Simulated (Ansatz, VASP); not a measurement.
# One calculation of V, two programs

File INCAR:

```
ALGO = Normal ; EDIFF = 1E-6
ENCUT = 520 ; ISIF = 2
ISMEAR = 1 ; LASPH = T
LCHARG = F ; LREAL = F
LWAVE = F ; NBANDS = 12
NELM = 80 ; PREC = Accurate
SIGMA = 0.03
```

Contents of KPOINTS:

```
k-points
0
Gamma
  15 15 15
```

Contents of POSCAR:

```
V
1.0
   -1.4636513664      1.4636513664      1.4636513664
    1.4636513664     -1.4636513664      1.4636513664
    1.4636513664      1.4636513664     -1.4636513664
V
1
Direct
    0.0000000000      0.0000000000      0.0000000000
```

Input for Ansatz:

```yaml
crystal:
  lattice:
    - [-1.4636513664, 1.4636513664, 1.4636513664]
    - [1.4636513664, -1.4636513664, 1.4636513664]
    - [1.4636513664, 1.4636513664, -1.4636513664]
  atoms:
    - { symbol: V, position: [0.0, 0.0, 0.0] }
hamiltonian:
  xc: lda
  pseudopotentials:
    kind: paw
    azcp:
      V: "pseudopotentials/V.paw.azcp"
basis:
  ecutwfc: 420
  fft_grid_basis: typed
kpoints:
  mp_grid: { grid: [15, 15, 15], shift: [0, 0, 0] }
magnetization:
  spin_polarized: false
scf:
  occupations: { method: methfessel_paxton, width: 0.03 }
  lower_state_search: "off"
output:
  stress: true
```

Alike in both runs: task single point; functional LDA; k mesh 15 × 15 × 15; occupations methfessel-paxton of order 1, width 0.03 eV; no spin polarisation.

|  | VASP | Ansatz |
| --- | --- | --- |
| version | VASP 6.6.1 | Ansatz 0.2.0 |
| potentials or method | VASP PAW LDA potentials, release 64 (V_sv), cutoff 520 eV | plane waves (420 eV) with PAW, scalar-relativistic |
| valence electrons in the cell | 13 | 13 |

Ansatz gave:

* pressure (GPa): -0.5

Problem. Which values does VASP return?

Solution. Pressure (GPa): 0.1.

Ansatz warns that its potentials were made for another functional, while VASP's fit it. LDA's correlation is that of Perdew and Zunger in VASP and of Perdew and Wang (1992) in Ansatz.
